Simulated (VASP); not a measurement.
# I (I4/mmm) in VASP: single point with PBE

Aim: the single point of I with PBE.

All numbers are computed with VASP 6.6.1; they aren't measurements. Logs are shortened: lines on timing, memory, paths and dates and some standing lists are left out, and cuts for length are marked.

## (1) The cell of the first run

The structure is tetragonal, space group I4/mmm (No. 139). Conventional cell: a = 3.235 Å, b = 3.235 Å, c = 8.530 Å, α = 90.00°, β = 90.00°, γ = 90.00°. I (site symmetry 4/mmm) has 4 I at 3.23 Å within 4.3 Å.

## (2) Single point, PBE

Input file INCAR:

```
ALGO     = Normal         # electronic algorithm
EDIFF    = 1E-6           # SCF threshold, eV
ENCUT    = 500            # plane-wave cutoff, eV
GGA      = PE             # functional
GGA_COMPAT= F            
ISIF     = 2              # what is computed and relaxed
ISMEAR   = 1              # smearing method
LASPH    = T              # aspherical terms in the spheres
LCHARG   = T              # write CHGCAR
LELF     = T              # ELF
LREAL    = F              # projectors in reciprocal space
LVHAR    = T            
LWAVE    = F              # write WAVECAR
NBANDS   = 10             # bands
NELM     = 120            # most SCF steps
PREC     = Accurate       # precision mode
SIGMA    = 0.1            # smearing width, eV
```

Input file KPOINTS:

```
k-points
0
Gamma
  11 11 11
```

Input file POSCAR:

```
I
1.0
   -1.6174500000      1.6174500000      4.2648000000
    1.6174500000     -1.6174500000      4.2648000000
    1.6174500000      1.6174500000     -4.2648000000
I
1
Direct
    0.0000000000      0.0000000000      0.0000000000
```

Potentials or basis: VASP PAW PBE potentials, release 64 (I).

On the command line:

```console
> cat potpaw_PBE.64/I/POTCAR > POTCAR
> mpirun -np 1 vasp_std > vasp.out
```

OUTCAR:

```text
EDIFF = 1E-6
   ENCUT = 500
   GGA = PE
   ISIF = 2
   ISMEAR = 1
   LASPH = T
   LREAL = F
   NELM = 120
   PREC = Accurate

 ion  position               nearest neighbor table
   1  0.000  0.000  0.000-

  LATTYP: Found a body centered tetragonal cell.
 ALAT       =     3.2349000000
 C/A-ratio  =     2.6367430214

  Lattice vectors:

 A1 = (  -1.6174500000,   1.6174500000,   4.2648000000)
 A2 = (   1.6174500000,  -1.6174500000,   4.2648000000)
 A3 = (   1.6174500000,   1.6174500000,  -4.2648000000)

Analysis of symmetry for initial positions (statically):
=====================================================================
 Subroutine PRICEL returns:
 Original cell was already a primitive cell.

 Routine SETGRP: Setting up the symmetry group for a
 body centered tetragonal supercell.

 Subroutine GETGRP returns: Found 16 space group operations
 (whereof 16 operations were pure point group operations)
 out of a pool of 16 trial point group operations.

The static configuration has the point symmetry D_4h.

Analysis of symmetry for dynamics (positions and initial velocities):
=====================================================================
 Subroutine PRICEL returns:
 Original cell was already a primitive cell.

 Routine SETGRP: Setting up the symmetry group for a
 body centered tetragonal supercell.

 Subroutine GETGRP returns: Found 16 space group operations
 (whereof 16 operations were pure point group operations)
 out of a pool of 16 trial point group operations.

The dynamic configuration has the point symmetry D_4h.

 Subroutine INISYM returns: Found 16 space group operations
 (whereof 16 operations are pure point group operations),
 and found     1 'primitive' translations

----------------------------------------------------------------------------------------

                                     Primitive cell

  volume of cell :      44.6293

  direct lattice vectors                    reciprocal lattice vectors
    -1.617450000  1.617450000  4.264800000     0.000000000  0.309128567  0.117238792
     1.617450000 -1.617450000  4.264800000     0.309128567  0.000000000  0.117238792
     1.617450000  1.617450000 -4.264800000     0.309128567  0.309128567  0.000000000

  length of vectors
     4.839504938  4.839504938  4.839504938     0.330613679  0.330613679  0.437173811

  position of ions in fractional coordinates (direct lattice)
     0.000000000  0.000000000  0.000000000

  ion indices of the primitive-cell ions
   primitive index   ion index
                 1           1

----------------------------------------------------------------------------------------

 KPOINTS: k-points

Automatic generation of k-mesh.
 Grid dimensions read from file:
 generate k-points for:   11   11   11

 Generating k-lattice:

  Cartesian coordinates                     Fractional coordinates (reciprocal lattice)
     0.000000000  0.028102597  0.010658072     0.090909091  0.000000000 -0.000000000
     0.028102597  0.000000000  0.010658072     0.000000000  0.090909091 -0.000000000
     0.028102597  0.028102597  0.000000000     0.000000000  0.000000000  0.090909091

  Length of vectors
     0.030055789  0.030055789  0.039743074

  Shift w.r.t. Gamma in fractional coordinates (k-lattice)
     0.000000000  0.000000000  0.000000000

 Subroutine IBZKPT returns following result:
 ===========================================

 Found    126 irreducible k-points:

 Following reciprocal coordinates:
            Coordinates               Weight
  0.000000  0.000000  0.000000      1.000000
  0.090909  0.000000  0.000000      8.000000
  0.181818  0.000000  0.000000      8.000000
  0.272727 -0.000000  0.000000      8.000000
  0.363636  0.000000  0.000000      8.000000
  0.454545 -0.000000  0.000000      8.000000
[... 16 lines left out ...]
 -0.272727  0.181818  0.000000     16.000000
 -0.181818  0.181818  0.000000      4.000000
 [... further k-points ...]
   k-points           NKPTS =    126   k-points in BZ     NKDIM =    126   number of bands    NBANDS=     10
   number of dos      NEDOS =    301   number of ions     NIONS =      1
   total plane-waves  NPLWV =  46656
   dimension x,y,z NGX =    36 NGY =   36 NGZ =   36
   dimension x,y,z NGXF=    72 NGYF=   72 NGZF=   72
   ions per type =               1
   NGX,Y,Z   is equivalent  to a cutoff of  12.37, 12.37, 12.37 a.u.
   NGXF,Y,Z  is equivalent  to a cutoff of  24.73, 24.73, 24.73 a.u.
 SYSTEM =  unknown system
   PREC   = accura    normal or accurate (medium, high low for compatibility)
   ISTART =      0    job   : 0-new  1-cont  2-samecut
   ICHARG =      2    charge: 1-file 2-atom 10-const
   ISPIN  =      1    spin polarized calculation?
   LNONCOLLINEAR =      F non collinear calculations
   LSORBIT =      F    spin-orbit coupling
   LASPH  =      T    aspherical Exc in radial PAW
   ENCUT  =  500.0 eV  36.75 Ry    6.06 a.u.   8.82  8.82  8.82*2*pi/ulx,y,z
   NELM   =    120;   NELMIN=  2; NELMDL= -5     # of ELM steps
   EDIFF  = 0.1E-05   stopping-criterion for ELM
   LREAL  =      F    real-space projection
   EDIFFG = 0.1E-04   stopping-criterion for IOM
   NSW    =      0    number of steps for IOM
   IBRION =     -1    ionic relax: 0-MD 1-quasi-New 2-CG
   NFREE  =      0    steps in history (QN), initial steepest desc. (CG)
   ISIF   =      2    stress and relaxation
   ISYM   =      2    0-nonsym 1-usesym 2-fastsym
   POTIM  = 0.5000    time-step for ionic-motion
   TEBEG  =    0.0;   TEEND  =   0.0 temperature during run
   PSTRESS=    0.0 pullay stress
   NELECT =       7.0000    total number of electrons
   NUPDOWN=      -1.0000    fix difference up-down
   EMIN   =  10.00;   EMAX   =-10.00  energy-range for DOS
   EFERMI =   0.00;   METHOD = LEGACY
   ISMEAR =     1;   SIGMA  =   0.10  broadening in eV -4-tet -1-fermi 0-gaus
   EFERMI_NEDOS =   21; number of points for ismear=-14 and -15
   IALGO  =     38    algorithm
   IMIX   =      4    mixing-type and parameters
     AMIX     =   0.40;   BMIX     =  1.00
     AMIX_MAG =   1.60;   BMIX_MAG =  1.00
  volume/ion in A,a.u.               =      44.63       301.17
  Fermi-wavevector in a.u.,A,eV,Ry     =   0.882878  1.668398 10.605383  0.779474
  Thomas-Fermi vector in A             =   2.003569
   LORBIT       =      0    0 simple, 1 ext, 2 COOP (PROOUT), +10 PAW based schemes
   GGA     = PE    functional components
   LHFCALC =     F    Hartree Fock is set to
   AEXX    =    0.0000 exact exchange contribution
   IVDW    =     0    specifies the selected vdW correction
   LEPSILON=     F    determine dielectric tensor
   LRPA    =     F    only Hartree local field effects (RPA)
 non-spin polarized calculation
 Methfessel and Paxton  Order N= 1 SIGMA  =   0.10
  energy-cutoff  :      500.00
  volume of cell :       44.63
 maximum number of plane-waves:      1156
   NGX = 17   NGY = 17   NGZ = 17

 number of electron       6.9999999 magnetization

 Free energy of the ion-electron system (eV)
  ---------------------------------------------------
  ext. energy  EPLUGINS =         0.00000000
  ---------------------------------------------------
  free energy    TOTEN  =        -1.41783803 eV

  energy without entropy =       -1.41667839  energy(sigma->0) =       -1.41745148

 E-fermi :   2.7105     XC(G=0):  -7.7646

 val. band max:        2.7056242123   @ k =  -0.0909  -0.1818   0.0909
 cond. band min:       2.7179116090   @ k =  -0.2727  -0.2727   0.1818
 fundamental gap:      0.0122873967
 Fermi energy:         2.7104730006

 k-point     1 :       0.0000    0.0000    0.0000
  band No.  band energies     occupation
      1     -11.0877      2.00000
      2       0.3517      2.00000
      3       3.4849     -0.00000
      4       3.4849     -0.00000
      5       6.8723      0.00000
      6       9.9848      0.00000
      7      10.6357      0.00000
      8      15.1790      0.00000
      9      15.1790      0.00000
     10      15.1861      0.00000

 k-point     2 :       0.0909    0.0000    0.0000
  band No.  band energies     occupation
      1     -11.0046      2.00000
      2       0.3822      2.00000
      3       2.7190      0.85629
      4       3.5476     -0.00000
      5       7.0892      0.00000
      6      10.2934      0.00000
      7      11.3436      0.00000
      8      13.2013      0.00000
      9      15.2984      0.00000
     10      15.8061      0.00000

 k-point     3 :       0.1818    0.0000    0.0000
  band No.  band energies     occupation
      1     -10.7668      2.00000
      2       0.4656      2.00000
      3       1.1896      2.00000
      4       3.7227     -0.00000
      5       7.6308      0.00000
      6      10.5987      0.00000
      7      11.4107      0.00000
      8      13.3917      0.00000
      9      15.6458      0.00000
     10      16.2228      0.00000

 k-point     4 :       0.2727   -0.0000    0.0000
  band No.  band energies     occupation
      1     -10.4145      2.00000
      2      -0.3954      2.00000
      3       0.6413      2.00000
      4       3.9696     -0.00000
      5       8.2136      0.00000
      6      10.2730      0.00000
      7      11.0143      0.00000
      8      15.5836      0.00000
      9      15.8859      0.00000
     10      16.3430      0.00000
[... 222 lines left out ...]
 k-point    22 :      -0.3636    0.1818    0.0000
  band No.  band energies     occupation
      1      -9.7377      2.00000
      2      -1.3235      2.00000
      3       1.2309      2.00000
      4       2.0604      2.00000
      5       8.5828      0.00000
      6       9.7534      0.00000
      7      11.2720      0.00000
      8      12.9936      0.00000
      9      14.6828      0.00000
     10      17.6546      0.00000

 k-point    23 :      -0.2727    0.1818    0.0000
  band No.  band energies     occupation
      1     -10.1175      2.00000
      2      -0.0790      2.00000
      3       1.0732      2.00000
      4       1.7603      2.00000
      5       8.4120      0.00000
      6      10.1735      0.00000
      7      12.0759      0.00000
      8      12.3034      0.00000
      9      14.3244      0.00000
     10      16.6679      0.00000

 k-point    24 :      -0.1818    0.1818    0.0000
  band No.  band energies     occupation
      1     -10.4634      2.00000
      2       0.8535      2.00000
      3       1.4650      2.00000
      4       1.4651      2.00000
      5       7.8595      0.00000
      6      11.5653      0.00000
      7      11.7954      0.00000
      8      13.1062      0.00000
      9      13.4667      0.00000
     10      15.1609      0.00000

 [... further k-points ...]

------------------------ aborting loop because EDIFF is reached ----------------------------------------

  FORCE on cell =-STRESS in cart. coord.  units (eV):
  Direction    XX          YY          ZZ          XY          YZ          ZX
  --------------------------------------------------------------------------------------
  -------------------------------------------------------------------------------------
  Total        0.0223362      0.0223362      0.0370112      0.0000000      0.0000000      0.0000000
  in kB        0.8018618      0.8018618      1.3286898      0.0000000      0.0000000      0.0000000
  external PRESSURE =       0.9774712 kB  Pullay stress =       0.0000000 kB

 VOLUME and BASIS-vectors are now :
 -----------------------------------------------------------------------------
  energy-cutoff  :      500.00
  volume of cell :       44.63
      direct lattice vectors                 reciprocal lattice vectors
    -1.617450000  1.617450000  4.264800000     0.000000000  0.309128567  0.117238792
     1.617450000 -1.617450000  4.264800000     0.309128567  0.000000000  0.117238792
     1.617450000  1.617450000 -4.264800000     0.309128567  0.309128567  0.000000000

 POSITION                                       TOTAL-FORCE (eV/Angst)
 -----------------------------------------------------------------------------------
      0.00000      0.00000      0.00000         0.000000      0.000000     -0.000000
 -----------------------------------------------------------------------------------
    total drift:                               -0.000000      0.000000      0.000000

  FREE ENERGIE OF THE ION-ELECTRON SYSTEM (eV)
  ---------------------------------------------------
  free  energy   TOTEN  =        -1.4178380271 eV

  energy  without entropy=       -1.4166783861  energy(sigma->0) =       -1.41745148
```

Run time: 26 s. Hardware: 1 thread of Intel Xeon 6975P-C (Granite Rapids), shared host; peak memory 0.22 GiB.

Results:

```
Free energy            : -1.4178 eV
Pressure               : 0.1 GPa
Band gap on the k mesh : zero (an odd number of electrons rules out a gap without spin polarisation)
```

Levels at points of the mesh, in eV from the Fermi level:
```csv
k point,band 1,band 2,band 3,band 4,band 5,band 6,band 7,band 8
"(0.00, 0.00, 0.00)",-13.80,-2.36,0.77,0.77,4.16,7.27,7.93,12.47
```

Caveat: spin-orbit coupling is left out, which moves the levels of the heavy elements; an odd number of electrons without spin polarisation forces a metal; a magnetic or distorted state may lie lower.
